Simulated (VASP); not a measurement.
# ZnO (P6_3mc) in VASP: further runs

ZnO is run at these levels: LDA; tasks: single point.

Program: VASP 6.6.1. These are calculated values, not measurements. Logs are shortened: lines on timing, memory, paths and dates and some standing lists are left out, and cuts for length are marked.

**1. The cell of the first run**

Symmetry: P6_3mc, No. 186, hexagonal system. Conventional cell: a = 3.313 Å, b = 3.313 Å, c = 5.306 Å, α = 90.00°, β = 90.00°, γ = 120.00°. Within 2.7 Å of Zn (site symmetry 3m) lie 4 O at 2.01 to 2.03 Å. O (site symmetry 3m) has 4 Zn at 2.01 to 2.03 Å within 2.7 Å.

**2. Single point, LDA (12.61 Å³/atom)**

The input, INCAR:

```
PREC     = Accurate       # precision mode
ENCUT    = 520            # plane-wave cutoff, eV
EDIFF    = 1E-7           # SCF threshold, eV
ISMEAR   = -1             # smearing method
SIGMA    = 0.02           # smearing width, eV
LREAL    = F              # projectors in reciprocal space
LASPH    = T              # aspherical terms in the spheres
NELM     = 60             # most SCF steps
ALGO     = Normal         # electronic algorithm
ISIF     = 2              # what is computed and relaxed
LWAVE    = F              # write WAVECAR
LCHARG   = F              # write CHGCAR
GGA      = CA             # functional
NBANDS   = 26             # bands
```

The input, KPOINTS:

```
Automatic mesh
0
Gamma
  11 11 6
```

The input, POSCAR:

```
ZnO
1.0
    3.3131286040      0.0000000000      0.0000000000
   -1.6565643020      2.8692535371      0.0000000000
    0.0000000000      0.0000000000      5.3058612053
Zn O
2 2
Direct
    0.3333333333      0.6666666667      0.0000000000
    0.6666666667      0.3333333333      0.5000000000
    0.3333333333      0.6666666667      0.3821000000
    0.6666666667      0.3333333333      0.8821000000
```

Potentials or basis: VASP PAW LDA potentials, release 64 (Zn, O).

Run with:

```sh
$ cat potpaw_LDA.64/Zn/POTCAR potpaw_LDA.64/O/POTCAR > POTCAR
$ mpirun -np 1 vasp_std > vasp.out
```

OUTCAR:

```text
PREC = Accurate
   ENCUT = 520
   EDIFF = 1E-7
   ISMEAR = -1
   LREAL = F
   LASPH = T
   NELM = 60
   ISIF = 2
   GGA = CA

 ion  position               nearest neighbor table
   1  0.333  0.667  0.000-   4 2.01   4 2.01   4 2.01   3 2.03
   2  0.667  0.333  0.500-   3 2.01   3 2.01   3 2.01   4 2.03
   3  0.333  0.667  0.382-   2 2.01   2 2.01   2 2.01   1 2.03
   4  0.667  0.333  0.882-   1 2.01   1 2.01   1 2.01   2 2.03

  LATTYP: Found a hexagonal cell.
 ALAT       =     3.3131286040
 C/A-ratio  =     1.6014655148

  Lattice vectors:

 A1 = (   3.3131286040,   0.0000000000,   0.0000000000)
 A2 = (  -1.6565643020,   2.8692535371,   0.0000000000)
 A3 = (   0.0000000000,   0.0000000000,   5.3058612053)

Analysis of symmetry for initial positions (statically):
=====================================================================
 Subroutine PRICEL returns:
 Original cell was already a primitive cell.

 Routine SETGRP: Setting up the symmetry group for a
 hexagonal supercell.

 Subroutine GETGRP returns: Found 12 space group operations
 (whereof  6 operations were pure point group operations)
 out of a pool of 24 trial point group operations.

The static configuration has the point symmetry C_3v.
 The point group associated with its full space group is C_6v.

Analysis of symmetry for dynamics (positions and initial velocities):
=====================================================================
 Subroutine PRICEL returns:
 Original cell was already a primitive cell.

 Routine SETGRP: Setting up the symmetry group for a
 hexagonal supercell.

 Subroutine GETGRP returns: Found 12 space group operations
 (whereof  6 operations were pure point group operations)
 out of a pool of 24 trial point group operations.

The dynamic configuration has the point symmetry C_3v.
 The point group associated with its full space group is C_6v.

 Subroutine INISYM returns: Found 12 space group operations
 (whereof  6 operations are pure point group operations),
 and found     1 'primitive' translations

----------------------------------------------------------------------------------------

                                     Primitive cell

  volume of cell :      50.4386

[... 87 lines left out ...]
   LNONCOLLINEAR =      F non collinear calculations
   LSORBIT =      F    spin-orbit coupling
   LASPH  =      T    aspherical Exc in radial PAW
   ENCUT  =  520.0 eV  38.22 Ry    6.18 a.u.   6.16  6.16  9.87*2*pi/ulx,y,z
   NELM   =     60;   NELMIN=  2; NELMDL= -5     # of ELM steps
   EDIFF  = 0.1E-06   stopping-criterion for ELM
   LREAL  =      F    real-space projection
   EDIFFG = 0.1E-05   stopping-criterion for IOM
   NSW    =      0    number of steps for IOM
   IBRION =     -1    ionic relax: 0-MD 1-quasi-New 2-CG
   NFREE  =      0    steps in history (QN), initial steepest desc. (CG)
   ISIF   =      2    stress and relaxation
   ISYM   =      2    0-nonsym 1-usesym 2-fastsym
   POTIM  = 0.5000    time-step for ionic-motion
   TEBEG  =    0.0;   TEEND  =   0.0 temperature during run
   PSTRESS=    0.0 pullay stress
   NELECT =      36.0000    total number of electrons
   NUPDOWN=      -1.0000    fix difference up-down
   EMIN   =  10.00;   EMAX   =-10.00  energy-range for DOS
   EFERMI =   0.00;   METHOD = LEGACY
   ISMEAR =    -1;   SIGMA  =   0.02  broadening in eV -4-tet -1-fermi 0-gaus
   EFERMI_NEDOS =   21; number of points for ismear=-14 and -15
   IALGO  =     38    algorithm
   IMIX   =      4    mixing-type and parameters
     AMIX     =   0.40;   BMIX     =  1.00
     AMIX_MAG =   1.60;   BMIX_MAG =  1.00
  volume/ion in A,a.u.               =      12.61        85.09
  Fermi-wavevector in a.u.,A,eV,Ry     =   1.463035  2.764735 29.122870  2.140471
  Thomas-Fermi vector in A             =   2.579177
   LORBIT       =      0    0 simple, 1 ext, 2 COOP (PROOUT), +10 PAW based schemes
   GGA     = CA    functional components
   LHFCALC =     F    Hartree Fock is set to
   AEXX    =    0.0000 exact exchange contribution
   IVDW    =     0    specifies the selected vdW correction
   LEPSILON=     F    determine dielectric tensor
   LRPA    =     F    only Hartree local field effects (RPA)
 non-spin polarized calculation
  energy-cutoff  :      520.00
  volume of cell :       50.44
 maximum number of plane-waves:      1387
 NGX is ok and might be reduce to    28
   NGX = 13   NGY = 13   NGZ = 19

 number of electron      36.0000024 magnetization

 Free energy of the ion-electron system (eV)
  ---------------------------------------------------
  ext. energy  EPLUGINS =         0.00000000
  ---------------------------------------------------
  free energy    TOTEN  =       -20.95425730 eV

  energy without entropy =      -20.95425730  energy(sigma->0) =      -20.95425730

 E-fermi :   0.6956     XC(G=0): -11.1602

 val. band max:        0.3622638942   @ k =   0.0000   0.0000   0.0000
 cond. band min:       1.0098296448   @ k =   0.0000   0.0000   0.0000
 fundamental gap:      0.6475657506
 Fermi energy:         0.6956390757

 k-point     1 :       0.0000    0.0000    0.0000
  band No.  band energies     occupation
      1     -16.9852      2.00000
      2     -16.2997      2.00000
      3      -5.1581      2.00000
      4      -5.1581      2.00000
      5      -5.0849      2.00000
      6      -4.9926      2.00000
[... 685 lines left out ...]
     25      12.8811      0.00000
     26      14.3033      0.00000

 [... further k-points ...]

------------------------ aborting loop because EDIFF is reached ----------------------------------------

  FORCE on cell =-STRESS in cart. coord.  units (eV):
  Direction    XX          YY          ZZ          XY          YZ          ZX
  --------------------------------------------------------------------------------------
  -------------------------------------------------------------------------------------
  Total       -4.1175530     -4.1175530     -3.8663166      0.0000000      0.0000000      0.0000000
  in kB     -130.7936540   -130.7936540   -122.8131572      0.0000000      0.0000000      0.0000000
  external PRESSURE =    -128.1334884 kB  Pullay stress =       0.0000000 kB

 VOLUME and BASIS-vectors are now :
 -----------------------------------------------------------------------------
  energy-cutoff  :      520.00
  volume of cell :       50.44
      direct lattice vectors                 reciprocal lattice vectors
     3.313128604  0.000000000  0.000000000     0.301829515  0.174261352  0.000000000
    -1.656564302  2.869253537  0.000000000     0.000000000  0.348522704  0.000000000
     0.000000000  0.000000000  5.305861205     0.000000000  0.000000000  0.188470818

 POSITION                                       TOTAL-FORCE (eV/Angst)
 -----------------------------------------------------------------------------------
     -0.00000      1.91284      0.00000         0.000000      0.000000      0.039644
      1.65656      0.95642      2.65293        -0.000000      0.000000      0.039644
     -0.00000      1.91284      2.02737         0.000000      0.000000     -0.039644
      1.65656      0.95642      4.68030        -0.000000      0.000000     -0.039644
 -----------------------------------------------------------------------------------
    total drift:                               -0.000000      0.000000     -0.000410

  FREE ENERGIE OF THE ION-ELECTRON SYSTEM (eV)
  ---------------------------------------------------
  free  energy   TOTEN  =       -20.9542573021 eV

  energy  without entropy=      -20.9542573018  energy(sigma->0) =      -20.95425730
```

Run time: 47 s. Hardware: 1 thread of AMD EPYC 9R45 (Zen 5), shared host; peak memory 0.17 GiB.

Results:

- Free energy: -20.9543 eV
- Pressure: -12.8 GPa
- Largest force: 0.040 eV/Å
- Band gap on the k mesh: 0.65 eV

Forces in eV/Å, atoms in the order of the input:
```
Zn   0.000  0.000  0.040
Zn   0.000  0.000  0.040
O    0.000  0.000 -0.040
O    0.000  0.000 -0.040
```

Caveat: the cell stands under tension.

**3. Single point, LDA (equal xx and yy strain of -2 %)**

The input, INCAR:

```
PREC = Accurate ; ENCUT = 520
EDIFF = 1E-7 ; ISMEAR = -1
SIGMA = 0.02 ; LREAL = False
LASPH = True ; NELM = 80
ALGO = Normal ; ISIF = 2
LWAVE = False ; LCHARG = False
GGA = CA ; NBANDS = 26
```

The input, KPOINTS:

```
regular mesh
0
Gamma
  11 11 6
```

The input, POSCAR:

```
ZnO
1.0
    3.1844107494      0.0000000000      0.0000000000
   -1.5922053747      2.7577806051      0.0000000000
    0.0000000000      0.0000000000      5.2038000000
Zn O
2 2
Direct
    0.3333333333      0.6666666667      0.0000000000
    0.6666666667      0.3333333333      0.5000000000
    0.3333333333      0.6666666667      0.3821000000
    0.6666666667      0.3333333333      0.8821000000
```

Potentials or basis: VASP PAW LDA potentials, release 64 (Zn, O).

Run with:

```sh
$ cat potpaw_LDA.64/Zn/POTCAR potpaw_LDA.64/O/POTCAR > POTCAR
$ mpirun -np 1 vasp_std > vasp.out
```

It used 84 s of CPU time on 1 thread of Intel Xeon 8259CL, with other jobs on the host.

It converged, with:

| Quantity | Value |
| --- | --- |
| Free energy | -21.1494 eV |
| Pressure | 0.1 GPa |
| Largest force | 0.227 eV/Å |
| Band gap on the k mesh | 0.78 eV |

Forces in eV/Å, atoms in the order of the input:
```
Zn   0.000  0.000  0.227
Zn   0.000  0.000  0.227
O    0.000  0.000 -0.227
O    0.000  0.000 -0.227
```

Stress tensor (GPa, compression positive):
```
 1.62  0.00  0.00
 0.00  1.62  0.00
 0.00  0.00 -2.95
```

Levels at points of the mesh, in eV from the valence-band top:
| k point | band 15 | band 16 | band 17 | band 18 | band 19 | band 20 | band 21 | band 22 |
| --- | --- | --- | --- | --- | --- | --- | --- | --- |
| (0.00, 0.00, 0.00) | -0.79 | -0.16 | 0.00 | 0.00 | 0.78 | 5.27 | 8.04 | 13.00 |
| (0.00, 0.00, 0.50) | -0.39 | -0.39 | -0.39 | -0.39 | 3.45 | 3.45 | 9.89 | 9.89 |

Caveat: the cell differs from its parent crystal (equal xx and yy strain of -2 %).

**4. Single point, LDA (equal xx and yy strain of +1 %)**

The input, INCAR:

```
SYSTEM = ZnO
ALGO = Normal
EDIFF = 1E-7
ENCUT = 520
ISIF = 2
ISMEAR = -1
LASPH = .True.
LCHARG = .False.
LREAL = .False.
LWAVE = .False.
NBANDS = 26
NELM = 100
PREC = Accurate
SIGMA = 0.02
```

The input, KPOINTS:

```
k-points
0
Gamma
  11 11 6
  0 0 0
```

Edit POSCAR of step 3 so:

```diff
@@ -2,4 +2,4 @@
 1.0
-    3.1844107494      0.0000000000      0.0000000000
-   -1.5922053747      2.7577806051      0.0000000000
+    3.2818927111      0.0000000000      0.0000000000
+   -1.6409463555      2.8422024603      0.0000000000
     0.0000000000      0.0000000000      5.2038000000
```

Run with:

```sh
$ cat potpaw_LDA.64/Zn/POTCAR potpaw_LDA.64/O/POTCAR > POTCAR
$ mpirun -np 1 vasp_std > vasp.out
```

Wall time 2.1 min (1 thread of Intel Xeon 8259CL, shared host); peak memory 0.19 GiB.

It converged, with:

```
Free energy            : -21.0765 eV
Pressure               : -8.6 GPa
Largest force          : 0.028 eV/Å
Band gap on the k mesh : 0.72 eV
```

Forces in eV/Å, atoms in the order of the input:
```
Zn   0.000  0.000 -0.028
Zn   0.000  0.000 -0.028
O    0.000  0.000  0.028
O    0.000  0.000  0.028
```

Stress tensor (GPa, compression positive):
```
-9.48  0.00  0.00
 0.00 -9.48  0.00
 0.00  0.00 -6.79
```

Levels at points of the mesh, in eV from the valence-band top:
| k point | band 16 | band 17 | band 18 | band 19 | band 20 | band 21 |
| --- | --- | --- | --- | --- | --- | --- |
| (0.00, 0.00, 0.00) | -0.06 | 0.00 | 0.00 | 0.72 | 4.97 | 8.14 |
| (0.00, 0.00, 0.50) | -0.39 | -0.39 | -0.39 | 3.36 | 3.36 | 9.91 |

Caveat: the cell differs from its parent crystal (equal xx and yy strain of +1 %); the cell stands under tension.

**5. Summary**

```csv
cell,gap on the mesh (eV),pressure (GPa),largest force (eV/Å)
"a = 3.313, b = 3.313, c = 5.306 Å, angles 90.0, 90.0, 120.0°, 4 atoms",0.65,-12.8,0.04
"a = 3.184, b = 3.184, c = 5.204 Å, angles 90.0, 90.0, 120.0°, 4 atoms",0.78,0.1,0.23
"a = 3.282, b = 3.282, c = 5.204 Å, angles 90.0, 90.0, 120.0°, 4 atoms",0.72,-8.6,0.03
```

Alike in all rows: task single point; level LDA; potentials or basis VASP PAW LDA potentials, release 64 (Zn, O); no spin polarisation; k mesh 11 × 11 × 6; cutoff (eV) 520; smearing fermi-dirac 0.02 eV.

Caveats: the cell stands under tension (at least some runs).

Absolute energies hang on the potentials; compare differences alone.
